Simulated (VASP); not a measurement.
A run of VASP 6.6.1 is set up as follows.

Contents of INCAR:

```
PREC = Accurate
ENCUT = 520
EDIFF = 1E-6
ISMEAR = 0
SIGMA = 0.05
LREAL = False
LASPH = True
NELM = 100
ALGO = Normal
ISIF = 2
LWAVE = False
LCHARG = False
GGA = PS
NBANDS = 16
```

File KPOINTS:

```
regular mesh
0
Gamma
  6 6 6
```

POSCAR

```
Mg2NCl
1.0
    1.6466125277      0.9506721861      5.9379615109
   -1.6466125277      0.9506721861      5.9379615109
    0.0000000000     -1.9013443722      5.9379615109
Mg N Cl
2 1 1
Direct
    0.2229104120      0.2229104120      0.2229104120
    0.7770895880      0.7770895880      0.7770895880
    0.5000000000      0.5000000000      0.5000000000
    0.0000000000      0.0000000000      0.0000000000
```

Potentials or basis: VASP PAW PBE potentials, release 64 (Mg, N, Cl).

Launch:

```console
$ cat potpaw_PBE.64/Mg/POTCAR potpaw_PBE.64/N/POTCAR potpaw_PBE.64/Cl/POTCAR > POTCAR
$ mpirun -np 1 vasp_std > vasp.out
```

(1) What does it give for the largest force?

(2) What does it give for the pressure?

(3) Predict the band gap on the k mesh.

Results:

(1) 0.028 eV/Å.

(2) -0.5 GPa.

(3) 2.34 eV.

Caveat: the PAW data sets were made with another functional, which shifts forces and pressure a little.
